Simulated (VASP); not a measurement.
A run of VASP 6.6.1 is set up as follows.

The input INCAR:

```
SYSTEM = TiN
ALGO = Normal ; EDIFF = 1E-6
ENCUT = 600 ; GGA = PS
GGA_COMPAT = .False. ; ISIF = 2
ISMEAR = 0 ; LASPH = .True.
LCHARG = .False. ; LREAL = .False.
LWAVE = .False. ; NBANDS = 16
NELM = 120 ; PREC = Accurate
SIGMA = 0.1
```

The input KPOINTS:

```
k-points
0
Gamma
  18 18 18
  0 0 0
```

The input POSCAR:

```
TiN
1.0
    0.0000000000      2.0369149419      2.0369149419
    2.0369149419      0.0000000000      2.0369149419
    2.0369149419      2.0369149419      0.0000000000
Ti N
1 1
Direct
    0.0000000000      0.0000000000      0.0000000000
    0.5000000000      0.5000000000      0.5000000000
```

Potentials or basis: VASP PAW PBE potentials, release 64 (Ti_sv, N).

Command:

```bash
$ cat potpaw_PBE.64/Ti_sv/POTCAR potpaw_PBE.64/N/POTCAR > POTCAR
$ mpirun -np 1 vasp_std > vasp.out
```

**Question.** Predict the pressure.

**Answer.** 34.9 GPa.

**Question.** What does it give for the band gap on the k mesh?

**Answer.** Zero (an odd number of electrons rules out a gap without spin polarisation).

Caveat: the cell stands under pressure; the PAW data sets were made with another functional, which shifts forces and pressure a little.
